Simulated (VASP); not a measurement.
Write the native input for VASP 6.6.1 that does the following.

| Property | Result |
| --- | --- |
| Task | single point |
| Functional | PBE |
| Potentials or basis | VASP PAW PBE potentials, release 64 (Mn_pv, O) |
| Cutoff | 520 eV |
| k mesh | 14 × 14 × 8 |
| Occupations | fermi-dirac, width 0.05 eV |
| Spin | collinear spin, ferromagnetic start |
| Starting moments | [4.0, 4.0, 0.0, 0.0] μB |
| Dipole correction | no |
| Further INCAR settings | ALGO = Normal; EDIFF = 1e-06; NBANDS = 31 |

The structure of MnO lies in POSCAR:

```
MnO
1.0
    3.3490713822      0.0000000000      0.0000000000
   -1.6745356910      2.9003808960      0.0000000000
    0.0000000000      0.0000000000      5.3493546156
Mn O
2 2
Direct
    0.3333333333      0.6666666667      0.0109600000
    0.6666666667      0.3333333333      0.5109600000
    0.3333333333      0.6666666667      0.3754700000
    0.6666666667      0.3333333333      0.8754700000
```

One way to write it, as run:

INCAR

```
SYSTEM = MnO
ALGO = Normal
EDIFF = 1E-6
ENCUT = 520
GGA = PE
ISIF = 2
ISMEAR = -1
ISPIN = 2
LASPH = .True.
LCHARG = .False.
LMAXMIX = 4
LORBIT = 11
LREAL = .False.
LWAVE = .False.
MAGMOM = 4 4 0 0
NBANDS = 31
NELM = 150
PREC = Accurate
SIGMA = 0.05
```

KPOINTS

```
k-points
0
Gamma
  14 14 8
  0 0 0
```

Potentials or basis: VASP PAW PBE potentials, release 64 (Mn_pv, O).

Run with:

```console
$ cat potpaw_PBE.64/Mn_pv/POTCAR potpaw_PBE.64/O/POTCAR > POTCAR
$ mpirun -np 1 vasp_std > vasp.out
```

Results of the run:

```json
{
  "Pressure": "9.5 GPa",
  "Largest force": "0.714 eV/Å",
  "Band gap on the k mesh": "zero (filled and empty bands overlap)",
  "Net moment": "9.98 μB per cell",
  "Site moments": "Mn +4.40; O +0.21 μB",
  "Valence electrons inside the program's atomic spheres": "Mn 11.45; O 5.03"
}
```

Caveat: the stress differs along the axes, from 6 to 16 GPa; semilocal functionals often make such compounds metallic where correlation or magnetic order opens a gap, which also shifts bond lengths; the run started ferromagnetic, and an antiferromagnetic order may lie lower in energy.

Run time: 12 min on 1 thread of Intel Xeon 8259CL (shared host), peak memory 0.38 GiB.
